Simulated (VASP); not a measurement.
WSe2, 6 atoms in the cell. It takes space group Pm (No. 6, monoclinic). The conventional cell has a = 3.279 Å, b = 12.788 Å, c = 3.279 Å, α = 90.00°, β = 120.00°, γ = 90.00°. W (site symmetry m) has 4 Se at 2.16 to 2.58 Å within 2.9 Å. Within 3.3 Å of W (site symmetry m) lie 6 Se at 2.53 Å and 6 W at 3.28 Å. Within 3.4 Å of Se (site symmetry 1) lie 3 W at 2.53 Å and 7 Se at 3.28 to 3.37 Å. Se (site symmetry 1) has 2 W at 2.16 to 2.58 Å within 2.9 Å.  This cell differs from its parent crystal: atom 1 (W) moved by -0.840 Å along [1 0 0] and +0.840 Å along [1 2 0].

```yaml
Program: VASP 6.6.1
Task: single point
Functional: PBE
Dispersion: D3(BJ)
Potentials_or_basis: VASP PAW PBE potentials, release 64 (W_sv, Se)
Cutoff: 520 eV
k_mesh: 9 × 9 × 2
Occupations: gaussian, width 0.05 eV
Spin: no spin polarisation
Dipole_correction: no
Further_INCAR_settings: ALGO = Normal; EDIFF = 1e-07; NBANDS = 35
```

Potentials or basis: VASP PAW PBE potentials, release 64 (W_sv, Se).

Command:

```console
$ cat potpaw_PBE.64/W_sv/POTCAR potpaw_PBE.64/Se/POTCAR > POTCAR
$ mpirun -np 1 vasp_std > vasp.out
```

Hardware: 1 thread of Intel(R) Xeon(R) 6975P-C (Granite Rapids) (shared host).

**Question.** How long does it take, and how much memory?

**Answer.** Wall time 2.4 min on 1 thread of Intel(R) Xeon(R) 6975P-C (Granite Rapids), on a shared host, peak memory 0.42 GiB. Counts: scf iterations 17, k points 82.
